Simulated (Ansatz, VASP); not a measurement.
**KF in VASP and in Ansatz**

File INCAR:

```
SYSTEM = KF
ALGO = Normal
EDIFF = 1E-6
ENCUT = 520
GGA = PE
ISIF = 2
ISMEAR = 0
LASPH = .TRUE.
LCHARG = .FALSE.
LREAL = .FALSE.
LWAVE = .FALSE.
NBANDS = 15
NELM = 80
PREC = Accurate
SIGMA = 0.05
```

The input KPOINTS:

```
k-points
0
G
  8 8 8
  0 0 0
```

POSCAR

```
KF
1.0
    0.0582823959      2.7399877289      2.7399877289
    2.7399877289      0.0582823959      2.7399877289
    2.7399877289      2.7399877289      0.0582823959
K F
1 1
Direct
    0.0000000000      0.0000000000      0.0000000000
    0.5000000000      0.5000000000      0.5000000000
```

Input for Ansatz:

```yaml
crystal:
  lattice:
    - [0.0582823959, 2.7399877289, 2.7399877289]
    - [2.7399877289, 0.0582823959, 2.7399877289]
    - [2.7399877289, 2.7399877289, 0.0582823959]
  atoms:
    - { symbol: K, position: [0.0, 0.0, 0.0] }
    - { symbol: F, position: [0.5, 0.5, 0.5] }
basis:
  ecutwfc: 520.0
kpoints:
  mp_grid: { grid: [8, 8, 8] }
hamiltonian:
  xc: pbe
scf:
  occupations: { method: gaussian, width: 0.05 }
output:
  forces: true
  stress: true
  eigenvalues: true
```

Alike in both runs: task single point; functional PBE; k mesh 8 × 8 × 8; occupations gaussian, width 0.05 eV; no spin polarisation.

|  | VASP | Ansatz |
| --- | --- | --- |
| version | VASP 6.6.1 | Ansatz 0.2.0 |
| potentials or method | VASP PAW PBE potentials, release 64 (K_sv, F), cutoff 520 eV | scalar-relativistic, plane waves, PAW |
| valence electrons in the cell | 16 | 16 |

Ansatz gave:

- gap on the k mesh at the Fermi level (eV): 5.94
- least direct gap on the mesh (eV): 5.94
- pressure (GPa): 0.0
- traceless stress, the component that is largest in VASP (GPa): -0.31

Question: Estimate VASP's values.

Answer: gap on the k mesh at the Fermi level (eV): 5.93; least direct gap on the mesh (eV): 5.93; pressure (GPa): 0.0; traceless stress, the component that is largest in VASP (GPa): -0.31.

The functional is the same, so the differences come from potentials, cutoffs and numerics.
